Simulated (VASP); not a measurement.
# LiSi16 (a cell with a defect) in VASP: further runs, part 2 of 3

VASP 6.6.1.

## 3. Single point, LDA

Contents of INCAR:

```
PREC = Accurate
ENCUT = 520
EDIFF = 1E-7
ISMEAR = 0
SIGMA = 0.02
LREAL = Auto
LASPH = True
NELM = 100
ALGO = Normal
ISIF = 2
LWAVE = False
LCHARG = False
GGA = CA
NBANDS = 48
NELECT = 66.0
```

Contents of KPOINTS:

```
Automatic mesh
0
Gamma
  2 2 2
```

Contents of POSCAR:

```
LiSi16
1.0
    0.0000000000      5.4300000000      5.4300000000
    5.4300000000      0.0000000000      5.4300000000
    5.4300000000      5.4300000000      0.0000000000
Si Li
16 1
Direct
    0.0058656538     -0.0061518416      0.0061240331
    0.1269644567      0.1250782689      0.1271473297
    0.0088310313      0.0040516575      0.5008034070
    0.1425399632      0.1253572744      0.6223305709
   -0.0056023941      0.4977618785     -0.0053716390
    0.1186094843      0.6219877532      0.1188512891
    0.0058736648      0.5091605893      0.4907865562
    0.1269337937      0.6303877532      0.6219345304
    0.5006056169      0.0040453959      0.0090621547
    0.6220755064      0.1253812155      0.1427871087
    0.5102493554      0.0135204420      0.5104655617
    0.6337205341      0.1371070902      0.6339496317
    0.4905191529      0.5091648250      0.0061388582
    0.6217067219      0.6303971455      0.1271266114
    0.5005983425      0.5121834254      0.5007893186
    0.6220442910      0.6457859116      0.6223185083
    0.7802319521      0.2833542357      0.7805209024
```

Potentials or basis: VASP PAW LDA potentials, release 64 (Si, Li_sv).

Command:

```
cat potpaw_LDA.64/Si/POTCAR potpaw_LDA.64/Li_sv/POTCAR > POTCAR
mpirun -np 1 vasp_std > vasp.out
```

OUTCAR:

```text
PREC = Accurate
   ENCUT = 520
   EDIFF = 1E-7
   ISMEAR = 0
   LREAL = Auto
   LASPH = True
   NELM = 100
   ISIF = 2
   GGA = CA
   NELECT = 66.0

 ion  position               nearest neighbor table
   1  0.006  0.994  0.006-   6 2.34   2 2.34  10 2.41   4 2.41  17 2.50
   2  0.127  0.125  0.127-   5 2.34   1 2.34   9 2.34   3 2.34
   3  0.009  0.004  0.501-   2 2.34   8 2.34  12 2.35   4 2.36
   4  0.143  0.125  0.622-  11 2.31  17 2.33   3 2.36   1 2.41   7 2.41
   5  0.994  0.498  0.995-   6 2.34   2 2.34  14 2.34   8 2.34
   6  0.119  0.622  0.119-   1 2.34   5 2.34  13 2.34   7 2.34
   7  0.006  0.509  0.491-   6 2.34   8 2.34   4 2.41  16 2.41  17 2.50
   8  0.127  0.630  0.622-   5 2.34   7 2.34  15 2.34   3 2.34
   9  0.501  0.004  0.009-   2 2.34  14 2.34  12 2.35  10 2.36
  10  0.622  0.125  0.143-  11 2.31  17 2.32   9 2.36  13 2.41   1 2.41
  11  0.510  0.014  0.510-  10 2.31   4 2.31  16 2.31  12 2.32
  12  0.634  0.137  0.634-  11 2.32  15 2.35   3 2.35   9 2.35  17 2.75
  13  0.491  0.509  0.006-   6 2.34  14 2.34  10 2.41  16 2.41  17 2.50
  14  0.622  0.630  0.127-   5 2.34  13 2.34   9 2.34  15 2.34
  15  0.501  0.512  0.501-  14 2.34   8 2.34  12 2.35  16 2.36
  16  0.622  0.646  0.622-  11 2.31  17 2.33  15 2.36  13 2.41   7 2.41
  17  0.780  0.283  0.781-  10 2.32   4 2.33  16 2.33   1 2.50  13 2.50   7 2.50  12 2.75

  LATTYP: Found a face centered cubic cell.
 ALAT       =    10.8600000000

  Lattice vectors:

 A1 = (   0.0000000000,   5.4300000000,   5.4300000000)
 A2 = (   5.4300000000,   0.0000000000,   5.4300000000)
 A3 = (   5.4300000000,   5.4300000000,   0.0000000000)

Analysis of symmetry for initial positions (statically):
=====================================================================
 Subroutine PRICEL returns:
 Original cell was already a primitive cell.

 Routine SETGRP: Setting up the symmetry group for a
 face centered cubic supercell.

 Subroutine GETGRP returns: Found  1 space group operations
 (whereof  1 operations were pure point group operations)
 out of a pool of 48 trial point group operations.

[... 152 lines left out ...]
   GGA     = CA    functional components
   LHFCALC =     F    Hartree Fock is set to
   AEXX    =    0.0000 exact exchange contribution
   IVDW    =     0    specifies the selected vdW correction
   LEPSILON=     F    determine dielectric tensor
   LRPA    =     F    only Hartree local field effects (RPA)
 non-spin polarized calculation
 Gauss-broadening in eV      SIGMA  =   0.02
  energy-cutoff  :      520.00
  volume of cell :      320.21
 maximum number of plane-waves:      8646
 NGX is ok and might be reduce to    60
   NGX = 29   NGY = 29   NGZ = 29

 number of electron      66.0000001 magnetization

 Free energy of the ion-electron system (eV)
  ---------------------------------------------------
  ext. energy  EPLUGINS =         0.00000000
  ---------------------------------------------------
  free energy    TOTEN  =      -102.12840749 eV

  energy without entropy =     -102.12840749  energy(sigma->0) =     -102.12840749

 E-fermi :   6.1780     XC(G=0):  -9.6499

 val. band max:        5.9995597303   @ k =   0.0000   0.0000   0.0000
 cond. band min:       6.3634138767   @ k =   0.0000   0.0000   0.0000
 fundamental gap:      0.3638541464
 Fermi energy:         6.1780202803

 k-point     1 :       0.0000    0.0000    0.0000
  band No.  band energies     occupation
      1     -39.4367      2.00000
      2      -5.9671      2.00000
      3      -3.7113      2.00000
      4      -3.6584      2.00000
      5      -3.6582      2.00000
      6      -3.6240      2.00000
[... 373 lines left out ...]
     44      10.1487      0.00000
     45      10.1874      0.00000
 [bands above 45 left out]

------------------------ aborting loop because EDIFF is reached ----------------------------------------

  FORCE on cell =-STRESS in cart. coord.  units (eV):
  Direction    XX          YY          ZZ          XY          YZ          ZX
  --------------------------------------------------------------------------------------
  -------------------------------------------------------------------------------------
  Total       -8.2190779     -8.2074404     -8.2218147     -0.5330731     -0.5332663     -0.5397848
  in kB      -41.1248375    -41.0666083    -41.1385313     -2.6672755     -2.6682423     -2.7008580
  external PRESSURE =     -41.1099924 kB  Pullay stress =       0.0000000 kB

 VOLUME and BASIS-vectors are now :
 -----------------------------------------------------------------------------
  energy-cutoff  :      520.00
  volume of cell :      320.21
      direct lattice vectors                 reciprocal lattice vectors
     0.000000000  5.430000000  5.430000000    -0.092081031  0.092081031  0.092081031
     5.430000000  0.000000000  5.430000000     0.092081031 -0.092081031  0.092081031
     5.430000000  5.430000000  0.000000000     0.092081031  0.092081031 -0.092081031

 POSITION                                       TOTAL-FORCE (eV/Angst)
 -----------------------------------------------------------------------------------
      5.42985      0.06510      5.42845         0.039341     -0.012910      0.040973
      1.36959      1.37983      1.36859         0.033265      0.012154      0.031658
      2.74136      2.76731      0.06995         0.016001      0.024512      0.020817
      4.05994      4.15325      1.45468         0.038226      0.029886      0.032565
      8.10368     10.80041      8.10243         0.042886      0.041045      0.044470
      4.02276      1.28941      4.02144         0.046146      0.052308      0.043931
[... 9 lines left out ...]
      6.88581      6.75689      6.88432         0.029390      0.038850      0.030166
      5.77684      8.47489      5.77527        -0.401593     -0.405515     -0.400200
 -----------------------------------------------------------------------------------
    total drift:                               -0.000244      0.005917     -0.001776

  FREE ENERGIE OF THE ION-ELECTRON SYSTEM (eV)
  ---------------------------------------------------
  free  energy   TOTEN  =      -102.1284074942 eV

  energy  without entropy=     -102.1284074942  energy(sigma->0) =     -102.12840749
```

stdout:

```text
POSCAR found type information on POSCAR SiLi
 POSCAR found :  2 types and      17 ions
 scaLAPACK will be used
 LDA part: xc-table for (Slater(with rela. corr.)+CA(PZ))
 , standard interpolation
 POSCAR, INCAR and KPOINTS ok, starting setup
 FFT: planning ... GRIDC
 FFT: planning ... GRID_SOFT
 FFT: planning ... GRID
 WAVECAR not read
 entering main loop
 the old and the new charge density differ
 old charge density:    67.00000 new   66.00000
    0.146E+01
```

It took 6.7 min on 1 thread of Intel Xeon Platinum 8259CL at 2.50GHz (Skylake/Cascade Lake), shared host; peak memory 0.39 GiB.

What came out:

```
Free energy   : -102.1284 eV
Largest force : 0.697 eV/Å
```

Forces on the atoms (eV/Å):
```
Si   0.039 -0.013  0.041
Si   0.033  0.012  0.032
Si   0.016  0.025  0.021
Si   0.038  0.030  0.033
Si   0.043  0.041  0.044
Si   0.046  0.052  0.044
Si   0.043  0.040 -0.010
Si   0.028  0.030  0.008
Si   0.021  0.023  0.016
Si   0.032  0.031  0.038
Si   0.008  0.012  0.005
Si  -0.001 -0.002  0.000
Si  -0.011  0.038  0.043
Si   0.009  0.032  0.029
Si   0.028  0.016  0.027
Si   0.029  0.039  0.030
Li  -0.402 -0.406 -0.400
```

Caveat: the k points lie up to 0.50 Å⁻¹ apart; the cell carries a net charge on a neutralising background, which shifts energy and pressure; the cell is charged against a uniform background, so pressure and absolute levels hang on convention; the cutoff is under 1.25 times the usual one of these potentials, so pressure, stress and relaxed cells hold a basis-set (Pulay) error.

## 4. Single point, LDA

Contents of INCAR:

```
  PREC = Accurate
  ENCUT = 520
  EDIFF = 1E-6
  ISMEAR = 0
  SIGMA = 0.02
  LREAL = Auto
  LASPH = T
  NELM = 80
  ALGO = Normal
  ISIF = 2
  LWAVE = F
  LCHARG = F
  NBANDS = 48
  NELECT = 66.0
```

KPOINTS is that of step 3.

Contents of POSCAR:

```
LiSi16
1.0
    0.0000000000      5.4300000000      5.4300000000
    5.4300000000      0.0000000000      5.4300000000
    5.4300000000      5.4300000000      0.0000000000
Si Li
16 1
Direct
    0.0062575506     -0.0079487109      0.0064995396
    0.1265948435      0.1248464088      0.1267650092
    0.0074443831      0.0053219153      0.5001646409
    0.1421775322      0.1255399632      0.6205626151
   -0.0074016575      0.4978436464     -0.0071848987
    0.1166940147      0.6219803867      0.1169170350
    0.0062676796      0.5114713628      0.4870645488
    0.1265607735      0.6319079190      0.6198219153
    0.4999836096      0.0053213628      0.0076692449
    0.6203274401      0.1255558011      0.1424145488
    0.5099249540      0.0151496317      0.5101708103
    0.6336307551      0.1388981584      0.6338438306
    0.4868186004      0.5114675875      0.0065062615
    0.6195988950      0.6319162063      0.1267408840
    0.4999798343      0.5126789134      0.5001588398
    0.6203112339      0.6473488029      0.6205596685
    0.7962767035      0.3013045120      0.7965744936
```

Potentials or basis: VASP PAW LDA potentials, release 64 (Si, Li_sv).

Command:

```
cat potpaw_LDA.64/Si/POTCAR potpaw_LDA.64/Li_sv/POTCAR > POTCAR
mpirun -np 1 vasp_std > vasp.out
```

OUTCAR:

```text
PREC = Accurate
   ENCUT = 520
   EDIFF = 1E-6
   ISMEAR = 0
   LREAL = Auto
   LASPH = T
   NELM = 80
   ISIF = 2
   NELECT = 66.0

 ion  position               nearest neighbor table
   1  0.006  0.992  0.006-   6 2.33   2 2.34  17 2.40  10 2.42   4 2.42
   2  0.127  0.125  0.127-   1 2.34   9 2.34   5 2.34   3 2.34
   3  0.007  0.005  0.500-   2 2.34   8 2.34  12 2.35   4 2.35
   4  0.142  0.126  0.621-  11 2.31  17 2.31   3 2.35   7 2.42   1 2.42
   5  0.993  0.498  0.993-   6 2.33   2 2.34   8 2.34  14 2.34
   6  0.117  0.622  0.117-   1 2.33  13 2.33   7 2.33   5 2.33
[... 607 lines left out ...]
  Total       -7.6786149     -7.6692686     -7.6766935     -0.7986608     -0.7968584     -0.8034791
  in kB      -38.4205863    -38.3738212    -38.4109720     -3.9961657     -3.9871469     -4.0202741
  external PRESSURE =     -38.4017932 kB  Pullay stress =       0.0000000 kB

 VOLUME and BASIS-vectors are now :
 -----------------------------------------------------------------------------
  energy-cutoff  :      520.00
  volume of cell :      320.21
      direct lattice vectors                 reciprocal lattice vectors
     0.000000000  5.430000000  5.430000000    -0.092081031  0.092081031  0.092081031
     5.430000000  0.000000000  5.430000000     0.092081031 -0.092081031  0.092081031
     5.430000000  5.430000000  0.000000000     0.092081031  0.092081031 -0.092081031

 POSITION                                       TOTAL-FORCE (eV/Angst)
 -----------------------------------------------------------------------------------
      5.42213      0.06927      5.42082         0.030598      0.009930      0.032012
      1.36625      1.37574      1.36533         0.022842      0.018974      0.021078
      2.74479      2.75632      0.06932         0.016565      0.021453      0.017193
      4.05134      4.14168      1.45371         0.019441      0.027030      0.029753
      8.09428     10.78079      8.09310         0.017791      0.014716      0.018243
      4.01221      1.26851      4.01100         0.022252      0.025744      0.020629
[... 9 lines left out ...]
      6.88474      6.73793      6.88339         0.026712      0.021334      0.027935
      5.96148      8.64918      5.95987        -0.326876     -0.331506     -0.323476
 -----------------------------------------------------------------------------------
    total drift:                                0.001233      0.010613      0.000319

  FREE ENERGIE OF THE ION-ELECTRON SYSTEM (eV)
  ---------------------------------------------------
  free  energy   TOTEN  =      -101.9077499295 eV

  energy  without entropy=     -101.9077499295  energy(sigma->0) =     -101.90774993
```

Run time: 5.8 min. Hardware: 1 thread of Intel Xeon Platinum 8259CL at 2.50GHz (Skylake/Cascade Lake), shared host; peak memory 0.39 GiB.

Results:

* Free energy: -101.9077 eV
* Largest force: 0.567 eV/Å

Forces on the atoms (eV/Å):
```
Si   0.031  0.010  0.032
Si   0.023  0.019  0.021
Si   0.017  0.021  0.017
Si   0.019  0.027  0.030
Si   0.018  0.015  0.018
Si   0.022  0.026  0.021
Si   0.035  0.033  0.011
Si   0.018  0.016  0.016
Si   0.016  0.019  0.017
Si   0.032  0.030  0.018
Si   0.011  0.018  0.011
Si   0.009  0.009  0.009
Si   0.011  0.032  0.036
Si   0.016  0.019  0.018
Si   0.023  0.016  0.022
Si   0.027  0.021  0.028
Li  -0.327 -0.332 -0.323
```

Caveat: the k points lie up to 0.50 Å⁻¹ apart; the cell carries a net charge on a neutralising background, which shifts energy and pressure; the cell is charged against a uniform background, so pressure and absolute levels hang on convention; the cutoff is under 1.25 times the usual one of these potentials, so pressure, stress and relaxed cells hold a basis-set (Pulay) error.

## 5. Single point, LDA

Contents of INCAR:

```
PREC = Accurate
ENCUT = 520
EDIFF = 1E-6
ISMEAR = 0
SIGMA = 0.02
LREAL = Auto
LASPH = T
NELM = 100
ALGO = Normal
ISIF = 2
LWAVE = F
LCHARG = F
NBANDS = 48
NELECT = 66.0
```

Contents of KPOINTS:

```
regular mesh
0
Gamma
  2 2 2
```

Contents of POSCAR:

```
LiSi16
1.0
    0.0000000000      5.4300000000      5.4300000000
    5.4300000000      0.0000000000      5.4300000000
    5.4300000000      5.4300000000      0.0000000000
Si Li
16 1
Direct
    0.0044775322     -0.0083257827      0.0046882136
    0.1247965930      0.1264720994      0.1249479742
    0.0051837017      0.0073542357      0.4983558932
    0.1379068140      0.1276046041      0.6188320442
   -0.0087731123      0.5002782689     -0.0085974217
    0.1149102210      0.6239720994      0.1151518416
    0.0044976059      0.5134756906      0.4829152855
    0.1247818600      0.6339348987      0.6175973297
    0.4981990792      0.0073478821      0.0053756906
    0.6186191529      0.1276141805      0.1381208103
    0.5080560773      0.0171196133      0.5082667587
    0.6321824125      0.1412431860      0.6323684162
    0.4826891344      0.5134664825      0.0047022099
    0.6173977901      0.6339322284      0.1249331492
    0.4982178637      0.5142318600      0.4983672192
    0.6185717311      0.6469413444      0.6187964088
    0.8290929098      0.3380028545      0.8293967772
```

Command:

```
cat potpaw_LDA.64/Si/POTCAR potpaw_LDA.64/Li_sv/POTCAR > POTCAR
mpirun -np 1 vasp_std > vasp.out
```

Wall time 4.7 min (1 thread of Intel Xeon Platinum 8259CL at 2.50GHz (Skylake/Cascade Lake), shared host); peak memory 0.39 GiB.

The run converged. Its results:

| Quantity | Value |
| --- | --- |
| Free energy | -101.9132 eV |
| Largest force | 0.581 eV/Å |

Forces on the atoms (eV/Å):
```
Si  -0.030 -0.019 -0.029
Si  -0.022 -0.013 -0.023
Si  -0.017 -0.018 -0.023
Si  -0.014 -0.036 -0.033
Si  -0.006 -0.009 -0.007
Si  -0.016 -0.011 -0.015
Si  -0.025 -0.030 -0.020
Si  -0.021 -0.021 -0.015
Si  -0.024 -0.020 -0.017
Si  -0.034 -0.035 -0.015
Si  -0.024 -0.019 -0.026
Si  -0.015 -0.019 -0.015
Si  -0.018 -0.033 -0.026
Si  -0.015 -0.019 -0.020
Si  -0.018 -0.018 -0.019
Si  -0.037 -0.010 -0.035
Li   0.335  0.331  0.339
```

Levels at points of the mesh, in eV from the Fermi level:
```csv
k point,band 31,band 32,band 33,band 34,band 35,band 36
"(0.00, 0.00, 0.00)",-0.16,-0.10,-0.10,0.13,0.42,0.42
"(0.50, 0.00, 0.00)",-0.93,-0.89,-0.84,0.89,1.06,1.26
"(0.00, 0.50, 0.00)",-0.93,-0.89,-0.84,0.89,1.06,1.26
"(0.00, 0.00, 0.50)",-0.93,-0.89,-0.84,0.89,1.06,1.26
"(0.50, 0.50, 0.50)",-0.91,-0.82,-0.82,1.06,1.06,1.09
"(0.50, 0.50, 0.00)",-1.50,-1.42,-1.37,0.77,0.93,1.98
"(0.00, 0.50, 0.50)",-1.50,-1.42,-1.37,0.77,0.93,1.98
"(0.50, 0.00, 0.50)",-1.50,-1.42,-1.37,0.77,0.93,1.98
```

Caveat: the k points lie up to 0.50 Å⁻¹ apart; the cell carries a net charge on a neutralising background, which shifts energy and pressure; the cell is charged against a uniform background, so pressure and absolute levels hang on convention; the cutoff is under 1.25 times the usual one of these potentials, so pressure, stress and relaxed cells hold a basis-set (Pulay) error.

(Part 2 of 3 ends here.)
